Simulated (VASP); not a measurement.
# GaH3 (Cmmm) in VASP: a series of runs

GaH3 is run at these levels: PBE; tasks: single point, relaxation of cell and atoms.

All numbers are computed with VASP 6.6.1; they aren't measurements. Logs are shortened: lines on timing, memory, paths and dates and some standing lists are left out, and cuts for length are marked.

### 1 The cell of the first run

Symmetry: Cmmm, No. 65, orthorhombic system. Conventional cell: a = 3.351 Å, b = 5.696 Å, c = 3.709 Å, α = 90.00°, β = 90.00°, γ = 90.00°. Ga (site symmetry mmm) has 8 H at 1.68 to 1.92 Å within 2.2 Å. H (site symmetry m2m) has 1 H at 0.93 Å within 1.3 Å. H (site symmetry mmm) has 2 H at 0.93 Å within 1.3 Å.

The cell was generated, and may not be a known phase.

### 2 Single point, PBE

Contents of INCAR:

```
PREC     = Accurate       # precision mode
ENCUT    = 520            # plane-wave cutoff, eV
EDIFF    = 1E-6           # SCF threshold, eV
ISMEAR   = 0              # smearing method
SIGMA    = 0.1            # smearing width, eV
LREAL    = F              # projectors in reciprocal space
LASPH    = T              # aspherical terms in the spheres
NELM     = 80             # most SCF steps
ALGO     = Normal         # electronic algorithm
ISIF     = 2              # what is computed and relaxed
LWAVE    = F              # write WAVECAR
LCHARG   = F              # write CHGCAR
GGA      = PE             # functional
NBANDS   = 16             # bands
```

Contents of KPOINTS:

```
Automatic mesh
0
Gamma
  6 6 6
```

Contents of POSCAR:

```
GaH3
1.0
    1.6753324300     -2.8477788700      0.0000000000
    1.6753324300      2.8477788700      0.0000000000
    0.0000000000      0.0000000000      3.7088465600
Ga H
1 3
Direct
    0.0000000000      0.0000000000      0.0000000000
    0.3364012800      0.6635987200      0.0000000000
    0.6635987200      0.3364012800      0.0000000000
    0.5000000000      0.5000000000      0.0000000000
```

Potentials or basis: VASP PAW PBE potentials, release 64 (Ga_d, H).

Started as:

```
$ cat potpaw_PBE.64/Ga_d/POTCAR potpaw_PBE.64/H/POTCAR > POTCAR
$ mpirun -np 1 vasp_std > vasp.out
```

OUTCAR:

```text
PREC = Accurate
   ENCUT = 520
   EDIFF = 1E-6
   ISMEAR = 0
   LREAL = F
   LASPH = T
   NELM = 80
   ISIF = 2
   GGA = PE

 ion  position               nearest neighbor table
   1  0.000  0.000  0.000-   4 1.68   4 1.68
   2  0.336  0.664  0.000-
   3  0.664  0.336  0.000-
   4  0.500  0.500  0.000-   1 1.68   1 1.68

  LATTYP: Found a base centered orthorhombic cell.
 ALAT       =     3.3506648600
 B/A-ratio  =     1.6998291318
 C/A-ratio  =     1.1068986947

  Lattice vectors:

 A1 = (   1.6753324300,  -2.8477788700,   0.0000000000)
 A2 = (   1.6753324300,   2.8477788700,   0.0000000000)
 A3 = (   0.0000000000,   0.0000000000,   3.7088465600)

Analysis of symmetry for initial positions (statically):
=====================================================================
 Subroutine PRICEL returns:
 Original cell was already a primitive cell.

 Routine SETGRP: Setting up the symmetry group for a
 base centered orthorhombic supercell.

 Subroutine GETGRP returns: Found  8 space group operations
 (whereof  8 operations were pure point group operations)
 out of a pool of  8 trial point group operations.

The static configuration has the point symmetry D_2h.

Analysis of symmetry for dynamics (positions and initial velocities):
=====================================================================
 Subroutine PRICEL returns:
 Original cell was already a primitive cell.

 Routine SETGRP: Setting up the symmetry group for a
 base centered orthorhombic supercell.

 Subroutine GETGRP returns: Found  8 space group operations
 (whereof  8 operations were pure point group operations)
 out of a pool of  8 trial point group operations.

The dynamic configuration has the point symmetry D_2h.

 Subroutine INISYM returns: Found  8 space group operations
 (whereof  8 operations are pure point group operations),
 and found     1 'primitive' translations

----------------------------------------------------------------------------------------

                                     Primitive cell

  volume of cell :      35.3896

  direct lattice vectors                    reciprocal lattice vectors
[... 76 lines left out ...]
   dimension x,y,z NGX =    28 NGY =   28 NGZ =   28
   dimension x,y,z NGXF=    56 NGYF=   56 NGZF=   56
   ions per type =               1   3
   NGX,Y,Z   is equivalent  to a cutoff of  14.09, 14.09, 12.55 a.u.
   NGXF,Y,Z  is equivalent  to a cutoff of  28.18, 28.18, 25.10 a.u.
 SYSTEM =  unknown system
   PREC   = accura    normal or accurate (medium, high low for compatibility)
   ISTART =      0    job   : 0-new  1-cont  2-samecut
   ICHARG =      2    charge: 1-file 2-atom 10-const
   ISPIN  =      1    spin polarized calculation?
   LNONCOLLINEAR =      F non collinear calculations
   LSORBIT =      F    spin-orbit coupling
   LASPH  =      T    aspherical Exc in radial PAW
   ENCUT  =  520.0 eV  38.22 Ry    6.18 a.u.   6.14  6.14  6.90*2*pi/ulx,y,z
   NELM   =     80;   NELMIN=  2; NELMDL= -5     # of ELM steps
   EDIFF  = 0.1E-05   stopping-criterion for ELM
   LREAL  =      F    real-space projection
[... 7 lines left out ...]
   TEBEG  =    0.0;   TEEND  =   0.0 temperature during run
   PSTRESS=    0.0 pullay stress
   NELECT =      16.0000    total number of electrons
   NUPDOWN=      -1.0000    fix difference up-down
   EMIN   =  10.00;   EMAX   =-10.00  energy-range for DOS
   EFERMI =   0.00;   METHOD = LEGACY
   ISMEAR =     0;   SIGMA  =   0.10  broadening in eV -4-tet -1-fermi 0-gaus
   EFERMI_NEDOS =   21; number of points for ismear=-14 and -15
   IALGO  =     38    algorithm
   IMIX   =      4    mixing-type and parameters
     AMIX     =   0.40;   BMIX     =  1.00
     AMIX_MAG =   1.60;   BMIX_MAG =  1.00
  volume/ion in A,a.u.               =       8.85        59.71
  Fermi-wavevector in a.u.,A,eV,Ry     =   1.256482  2.374406 21.480142  1.578746
  Thomas-Fermi vector in A             =   2.390187
   LORBIT       =      0    0 simple, 1 ext, 2 COOP (PROOUT), +10 PAW based schemes
   GGA     = PE    functional components
   LHFCALC =     F    Hartree Fock is set to
   AEXX    =    0.0000 exact exchange contribution
   IVDW    =     0    specifies the selected vdW correction
   LEPSILON=     F    determine dielectric tensor
   LRPA    =     F    only Hartree local field effects (RPA)
 non-spin polarized calculation
 Gauss-broadening in eV      SIGMA  =   0.10
  energy-cutoff  :      520.00
  volume of cell :       35.39
 maximum number of plane-waves:       966
 NGX is ok and might be reduce to    28
   NGX = 13   NGY = 13   NGZ = 13

 number of electron      15.9999999 magnetization

 Free energy of the ion-electron system (eV)
  ---------------------------------------------------
  ext. energy  EPLUGINS =         0.00000000
  ---------------------------------------------------
  free energy    TOTEN  =        -9.00228431 eV

  energy without entropy =       -8.99701260  energy(sigma->0) =       -8.99964846

 E-fermi :   2.8959     XC(G=0):  -9.2673

 val. band max:        2.8338417206   @ k =   0.3333   0.0000   0.0000
 cond. band min:       2.9260059833   @ k =   0.0000   0.0000   0.0000
 fundamental gap:      0.0921642627
 Fermi energy:         2.8958749581

 k-point     1 :       0.0000    0.0000    0.0000
  band No.  band energies     occupation
      1     -13.4684      2.00000
      2     -12.4301      2.00000
      3     -12.4175      2.00000
      4     -12.3444      2.00000
      5     -12.2382      2.00000
      6     -10.6515      2.00000
[... 433 lines left out ...]
      3     -12.3696      2.00000
      4     -12.2888      2.00000
      5     -12.2737      2.00000
      6      -8.2177      2.00000
[... 8 lines left out ...]
     15      15.9866      0.00000
     16      18.7351      0.00000

 [... further k-points ...]
[... 5 lines left out ...]
  --------------------------------------------------------------------------------------
  -------------------------------------------------------------------------------------
  Total       11.5520881      5.8831399     -1.5799023     -0.0000000      0.0000000      0.0000000
  in kB      522.9918914    266.3444417    -71.5261230     -0.0000000      0.0000000      0.0000000
  external PRESSURE =     239.2700700 kB  Pullay stress =       0.0000000 kB

 VOLUME and BASIS-vectors are now :
 -----------------------------------------------------------------------------
  energy-cutoff  :      520.00
  volume of cell :       35.39
      direct lattice vectors                 reciprocal lattice vectors
     1.675332430 -2.847778870  0.000000000     0.298448231 -0.175575430  0.000000000
     1.675332430  2.847778870  0.000000000     0.298448231  0.175575430  0.000000000
     0.000000000  0.000000000  3.708846560     0.000000000  0.000000000  0.269625606

 POSITION                                       TOTAL-FORCE (eV/Angst)
 -----------------------------------------------------------------------------------
      0.00000      0.00000      0.00000         0.000000     -0.000000      0.000000
      1.67533      0.93179      0.00000         0.000000      1.828761      0.000000
      1.67533     -0.93179      0.00000         0.000000     -1.828761      0.000000
      1.67533      0.00000      0.00000         0.000000     -0.000000      0.000000
 -----------------------------------------------------------------------------------
    total drift:                               -0.000000      0.000000     -0.000000

  FREE ENERGIE OF THE ION-ELECTRON SYSTEM (eV)
  ---------------------------------------------------
  free  energy   TOTEN  =        -9.0022843095 eV

  energy  without entropy=       -8.9970126029  energy(sigma->0) =       -8.99964846
```

Run time: 57 s. Hardware: 1 thread of Intel Xeon 8259CL, shared host; peak memory 0.17 GiB.

What came out:

| Property | Result |
| --- | --- |
| Free energy | -9.0023 eV |
| Pressure | 23.9 GPa |
| Largest force | 1.829 eV/Å |
| Band gap on the k mesh | zero (bands 8 and 9 overlap by 2.79 eV) |

Forces on the atoms (eV/Å):
```
Ga   0.000  0.000  0.000
H    0.000  1.829  0.000
H    0.000 -1.829  0.000
H    0.000  0.000  0.000
```

Stress tensor (GPa, compression positive):
```
52.30  0.00  0.00
 0.00 26.63  0.00
 0.00  0.00 -7.15
```

Levels at points of the mesh, in eV from the Fermi level:
| k point | band 4 | band 5 | band 6 | band 7 | band 8 | band 9 | band 10 | band 11 | band 12 | band 13 |
| --- | --- | --- | --- | --- | --- | --- | --- | --- | --- | --- |
| (0.00, 0.00, 0.00) | -15.24 | -15.13 | -13.55 | 0.03 | 0.34 | 1.42 | 4.87 | 5.25 | 6.51 | 8.48 |
| (0.50, 0.00, 0.00) | -15.17 | -15.15 | -12.22 | -7.09 | -0.19 | 0.88 | 4.88 | 7.16 | 7.78 | 8.93 |
| (0.50, 0.50, 0.00) | -15.19 | -15.17 | -10.65 | -8.13 | -0.85 | 1.87 | 4.54 | 7.65 | 8.40 | 8.74 |
| (0.00, 0.00, 0.50) | -15.25 | -15.14 | -13.21 | -3.19 | 0.14 | 2.48 | 5.35 | 7.10 | 7.75 | 10.70 |
| (0.50, 0.00, 0.50) | -15.17 | -15.15 | -12.06 | -6.45 | 0.38 | 0.40 | 1.43 | 2.77 | 11.00 | 11.60 |
| (0.50, 0.50, 0.50) | -15.20 | -15.14 | -10.40 | -7.81 | 0.23 | 0.24 | 2.40 | 3.30 | 10.25 | 11.37 |

Caveat: the k points lie up to 0.36 Å⁻¹ apart, too coarse for converged energies and pressures of a metal; forces of over 1 eV/Å act on the atoms, so gaps and moduli don't describe the material at rest.

### 3 Single point, PBE

This run uses another cell than the first one, of 9.41 Å³/atom.

Contents of INCAR:

```
SYSTEM = GaH3
ALGO = Normal
EDIFF = 1E-6
ENCUT = 520
GGA = PE
ISIF = 2
ISMEAR = 0
LASPH = .TRUE.
LCHARG = .FALSE.
LREAL = .FALSE.
LWAVE = .FALSE.
NBANDS = 16
NELM = 60
PREC = Accurate
SIGMA = 0.1
```

Contents of KPOINTS:

```
k-points
0
G
  6 6 6
  0 0 0
```

Contents of POSCAR:

```
GaH3
1.0
    2.4655938415     -2.9123598904      0.0000000000
    2.4655938415      2.9123598904      0.0000000000
    0.0000000000      0.0000000000      2.6212489305
Ga H
1 3
Direct
    0.0000000000      0.0000000000      0.0000000000
    0.3245699332      0.6754300668      0.0000000000
    0.6754300668      0.3245699332      0.0000000000
    0.5000000000      0.5000000000      0.0000000000
```

Potentials or basis: VASP PAW PBE potentials, release 64 (Ga_d, H).

Started as:

```
$ cat potpaw_PBE.64/Ga_d/POTCAR potpaw_PBE.64/H/POTCAR > POTCAR
$ mpirun -np 1 vasp_std > vasp.out
```

Run time: 40 s. Hardware: 1 thread of Intel Xeon 8259CL, shared host; peak memory 0.16 GiB.

Results (log left out):

```yaml
Free_energy: -11.3326 eV
Pressure: -0.1 GPa
Largest_force: 0.011 eV/Å
Band_gap_on_the_k_mesh: zero (bands 8 and 9 overlap by 1.80 eV)
```

Forces in eV/Å, atoms in the order of the input:
```
Ga   0.000  0.000  0.000
H    0.000 -0.011  0.000
H    0.000  0.011  0.000
H    0.000  0.000  0.000
```

Stress tensor (GPa, compression positive):
```
-0.02  0.00  0.00
 0.00 -0.26  0.00
 0.00  0.00 -0.01
```

Levels at points of the mesh, in eV from the Fermi level:
```tsv
k point	band 4	band 5	band 6	band 7	band 8	band 9	band 10	band 11	band 12	band 13
(0.00, 0.00, 0.00)	-14.76	-14.65	-11.02	-3.47	-2.68	1.65	5.41	6.35	7.37	11.92
(0.50, 0.00, 0.00)	-14.76	-14.65	-9.12	-8.06	-0.06	0.83	3.00	7.78	13.13	14.01
(0.50, 0.50, 0.00)	-14.76	-14.65	-7.90	-6.53	-5.77	-1.37	8.82	10.22	13.90	15.11
(0.00, 0.00, 0.50)	-14.88	-14.64	-8.32	-2.33	-0.83	0.43	5.45	7.50	9.54	9.70
(0.50, 0.00, 0.50)	-14.87	-14.60	-7.35	-4.03	-1.28	2.93	3.41	3.80	6.72	10.55
(0.50, 0.50, 0.50)	-14.85	-14.58	-6.45	-3.35	-1.56	-0.55	2.50	5.03	6.08	6.93
```

Caveat: the k points lie up to 0.40 Å⁻¹ apart, too coarse for converged energies and pressures of a metal.

### 4 Relaxation of cell and atoms, PBE

Contents of INCAR:

```
SYSTEM = GaH3
PREC     = Accurate       ! precision mode
ENCUT    = 600            ! plane-wave cutoff, eV
EDIFF    = 1E-6           ! SCF threshold, eV
ISMEAR   = 0              ! smearing method
SIGMA    = 0.1            ! smearing width, eV
LREAL    = .FALSE.        ! projectors in reciprocal space
LASPH    = .TRUE.         ! aspherical terms in the spheres
NELM     = 60             ! most SCF steps
ALGO     = Normal         ! electronic algorithm
ISIF     = 3              ! what is computed and relaxed
LWAVE    = .FALSE.        ! write WAVECAR
LCHARG   = .FALSE.        ! write CHGCAR
GGA      = PE             ! functional
IBRION   = 2              ! ionic algorithm
NSW      = 90             ! ionic steps
EDIFFG   = -0.04          ! ionic threshold
```

Contents of KPOINTS:

```
regular mesh
0
G
  6 6 6
  0 0 0
```

Contents of POSCAR:

```
GaH3
1.0
    1.6753324300     -2.8477788700      0.0000000000
    1.6753324300      2.8477788700      0.0000000000
    0.0000000000      0.0000000000      3.7088465600
Ga H
1 3
Direct
    0.0000000000      0.0000000000      0.0000000000
    0.3364012800      0.6635987200      0.0000000000
    0.6635987200      0.3364012800      0.0000000000
    0.5000000000      0.5000000000      0.0000000000
```

Started as:

```
$ cat potpaw_PBE.64/Ga_d/POTCAR potpaw_PBE.64/H/POTCAR > POTCAR
$ mpirun -np 1 vasp_std > vasp.out
```

It took 13 min on 1 thread of Intel Xeon 8259CL, shared host; peak memory 0.19 GiB.

The run converged. Its results:

| Item | Value |
| --- | --- |
| Free energy | -11.2954 eV |
| Relaxed volume | 9.20 Å³/atom |
| Relaxed cell | a = 3.778 Å, b = 3.778 Å, c = 2.624 Å, α = 90.00°, β = 90.00°, γ = 100.76° |
| Space group after relaxing (to 0.1 Å) | Cmmm (No. 65) |
| Energy gained by relaxing | 572.9 meV/atom |
| Ionic steps | 27 |
| Pressure after relaxing | 0.0 GPa |
| Largest force after relaxing | 0.007 eV/Å |
| Band gap on the k mesh | zero (bands 8 and 9 overlap by 1.80 eV) |

Forces in eV/Å, atoms in the order of the input:
```
Ga   0.000  0.000  0.000
H    0.000 -0.007  0.000
H    0.000  0.007  0.000
H    0.000  0.000  0.000
```

Stress tensor (GPa, compression positive):
```
-0.03  0.00  0.00
 0.00  0.06  0.00
 0.00  0.00 -0.17
```

The path:
| step | energy change (eV) | largest force (eV/Å) | pressure (GPa) | volume (Å³) |
| --- | --- | --- | --- | --- |
| 1 | 0.0000 | 1.8254 | 24.01 | 35.39 |
| 2 | -1.3419 | 0.0460 | 3.12 | 42.39 |
| 3 | -1.4687 | 0.3861 | -0.55 | 44.91 |
| 4 | -1.4371 | 0.6760 | -5.51 | 50.09 |
| 5 | -1.4927 | 0.5786 | -3.37 | 47.48 |
| 6 | -1.7536 | 0.3618 | -3.35 | 46.78 |
| 7 | -1.9008 | 0.2222 | -1.68 | 45.64 |
| 8 | -1.9099 | 0.1788 | -0.92 | 45.31 |
| 9 | -1.9085 | 0.0434 | 0.54 | 44.60 |
| 10 | -1.9145 | 0.1277 | -0.29 | 45.01 |
| 11 | -1.9892 | 0.0383 | -1.03 | 44.62 |
| 12 | -2.1811 | 0.1885 | -3.12 | 43.02 |
| 13 | -1.3852 | 0.4422 | 6.35 | 37.63 |
| 14 | -2.2035 | 0.2671 | -3.09 | 42.64 |
| 15 | -2.2214 | 0.3236 | -2.65 | 41.93 |
| 16 | -2.2203 | 0.3077 | -2.87 | 42.13 |
| 17 | -2.2457 | 0.0872 | -0.89 | 38.53 |
| 18 | -2.2517 | 0.1620 | -1.48 | 39.59 |
| 19 | -2.2794 | 0.0872 | -0.34 | 37.98 |
| 20 | -2.2815 | 0.0304 | 0.60 | 37.12 |
| 21 | -2.2820 | 0.0499 | 0.29 | 37.38 |
| 22 | -2.2881 | 0.1069 | -0.25 | 37.29 |
| 23 | -2.2882 | 0.1279 | -0.41 | 37.27 |
| 24 | -2.2909 | 0.0256 | -0.28 | 36.83 |
| 25 | -2.2911 | 0.0467 | -0.32 | 36.92 |
| 26 | -2.2910 | 0.0404 | 0.41 | 36.66 |
| 27 | -2.2914 | 0.0067 | -0.05 | 36.80 |

Final structure:
```cif
data_structure
_symmetry_space_group_name_H-M 'P 1'
_symmetry_Int_Tables_number 1
_cell_length_a 3.7779
_cell_length_b 3.7779
_cell_length_c 2.6245
_cell_angle_alpha 90.000
_cell_angle_beta 90.000
_cell_angle_gamma 100.758
_cell_volume 36.80
loop_
_atom_site_label
_atom_site_type_symbol
_atom_site_fract_x
_atom_site_fract_y
_atom_site_fract_z
_atom_site_occupancy
Ga1 Ga 0.00000 0.00000 0.00000 1
H1 H 0.32390 0.67610 0.00000 1
H2 H 0.67610 0.32390 0.00000 1
H3 H 0.50000 0.50000 0.00000 1
```

Levels at points of the mesh, in eV from the Fermi level:
| k point | band 6 | band 7 | band 8 | band 9 | band 10 | band 11 |
| --- | --- | --- | --- | --- | --- | --- |
| (0.00, 0.00, 0.00) | -11.18 | -3.27 | -2.56 | 1.69 | 5.50 | 6.28 |
| (0.50, 0.00, 0.00) | -9.22 | -8.09 | -0.09 | 0.78 | 3.36 | 8.21 |
| (0.50, 0.50, 0.00) | -7.93 | -6.46 | -5.92 | -1.33 | 9.01 | 10.31 |
| (0.00, 0.00, 0.50) | -8.48 | -2.41 | -0.75 | 0.61 | 5.44 | 7.65 |
| (0.50, 0.00, 0.50) | -7.45 | -4.09 | -1.28 | 2.90 | 3.35 | 3.71 |
| (0.50, 0.50, 0.50) | -6.47 | -3.52 | -1.55 | -0.53 | 2.48 | 4.93 |

Caveat: the k points lie up to 0.40 Å⁻¹ apart in the final cell, too coarse for converged energies and pressures of a metal; a cell axis changed by over 15 % at a fixed basis, so the end point is rough.

### 5 The runs side by side

| task | cell | cutoff (eV) | gap on the mesh (eV) | pressure (GPa) | largest force (eV/Å) |
| --- | --- | --- | --- | --- | --- |
| single point | a = 3.304, b = 3.304, c = 3.709 Å, angles 90.0, 90.0, 119.1°, 4 atoms, atomic positions A | 520 | none | 23.9 | 1.83 |
| single point | a = 3.816, b = 3.816, c = 2.621 Å, angles 90.0, 90.0, 99.5°, 4 atoms, atomic positions B | 520 | none | -0.1 | 0.01 |
| relaxation of cell and atoms | relaxed from a = 3.304, b = 3.304, c = 3.709 Å, angles 90.0, 90.0, 119.1°, 4 atoms, atomic positions A | 600 | none | 0.0 | 0.01 |

Alike in all rows: level PBE; potentials or basis VASP PAW PBE potentials, release 64 (Ga_d, H); no spin polarisation; k mesh 6 × 6 × 6; smearing gaussian 0.1 eV.

Caveats: all runs use coarse meshes; forces of over 1 eV/Å act on the atoms, so gaps and moduli don't describe the material at rest (at least some runs); a cell axis changed by over 15 % at a fixed basis, so the end point is rough (at least some runs).

Total energies depend on the potentials used, so only differences within one code and one set of settings carry meaning.

The gap in the log of VASP goes by the Fermi energy; the results here count the filled bands.